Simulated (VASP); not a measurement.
PbSe:

```
Pb Se
1.0
     0.00000    3.06215    3.06215
     3.06215    0.00000    3.06215
     3.06215    3.06215    0.00000
Pb Se
1 1
Direct
  0.00000 0.00000 0.00000
  0.50000 0.50000 0.50000
```

Base run:

- Program: VASP 6.6.1
- Functional: PBE
- Potentials or basis: VASP PAW PBE potentials, release 64 (Pb_d, Se)
- Cutoff: 520 eV
- k mesh: 9 × 9 × 9
- Occupations: fermi-dirac, width 0.01 eV
- Spin: no spin polarisation

Its results: pressure 2.3 GPa.

The run is repeated on the same cell with these changes: functional from PBE to PBEsol. What comes out?

Pressure -0.6 GPa.

PBEsol binds more tightly than PBE, so the same cell stands under less pressure.

Caveats: the PAW data sets were made with another functional, which shifts forces and pressure a little (at least some runs).
